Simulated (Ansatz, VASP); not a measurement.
# One calculation of CaO, two programs

POSCAR

```
CaO
1.0
    0.0000000000      2.6067317416      2.6067317416
    2.6067317416      0.0000000000      2.6067317416
    2.6067317416      2.6067317416      0.0000000000
Ca O
1 1
Direct
    0.0000000000      0.0000000000      0.0000000000
    0.2500000000      0.2500000000      0.2500000000
```

The input INCAR.step1:

```
SYSTEM = CaO
PREC = Accurate ; ENCUT = 660
ISMEAR = 0 ; SIGMA = 0.01
LREAL = .False. ; LASPH = .True.
NELM = 120 ; NBANDS = 15
GGA = PE ; ALGO = Normal
EDIFF = 1E-5 ; LWAVE = .True.
LCHARG = .False. ; GGA_COMPAT = .False.
```

The input INCAR.step2:

```
SYSTEM = CaO
PREC = Accurate ; ENCUT = 660
EDIFF = 1E-6 ; ISMEAR = 0
SIGMA = 0.01 ; LREAL = .False.
LASPH = .True. ; NELM = 120
ALGO = Normal ; ISIF = 2
LWAVE = .False. ; LCHARG = .False.
METAGGA = R2SCAN ; LMIXTAU = .True.
LUSE_VDW = .True. ; IVDW_NL = 2
BPARAM = 11.95 ; CPARAM = 0.0093
NBANDS = 15 ; ISTART = 1
GGA_COMPAT = .False.
```

Contents of KPOINTS:

```
Automatic mesh
0
Gamma
  6 6 6
  0 0 0
```

Input for Ansatz:

```yaml
crystal:
  lattice:
    - [0.0, 2.6067317416, 2.6067317416]
    - [2.6067317416, 0.0, 2.6067317416]
    - [2.6067317416, 2.6067317416, 0.0]
  atoms:
    - { symbol: Ca, position: [0.0, 0.0, 0.0] }
    - { symbol: O, position: [0.25, 0.25, 0.25] }
kpoints:
  mp_grid: { grid: [6, 6, 6] }
hamiltonian:
  xc: r2scan
  dispersion: rvv10
scf:
  occupations: { method: fixed }
  n_extra_bands: 4
output:
  forces: true
  stress: true
  eigenvalues: true
```

Alike in both runs: task single point; functional r2SCAN; dispersion rVV10; k mesh 6 × 6 × 6; no spin polarisation.

```csv
,VASP,Ansatz
version,VASP 6.6.1,Ansatz 0.2.0
potentials or method,"VASP PAW PBE potentials, release 64 (Ca_sv, O)",plane waves
plane-wave cutoff (eV),660,500
occupations,"gaussian, width 0.01 eV",fixed
valence electrons in the cell,16,16
```

|  | VASP | Ansatz | Ansatz less VASP |
| --- | --- | --- | --- |
| gap on the k mesh at the Fermi level (eV) | 3.64 | 3.67 | +0.025 |
| pressure (GPa) | 0.1 | -0.7 | -0.79 |

VASP's potentials were made for PBE, not for r2SCAN.
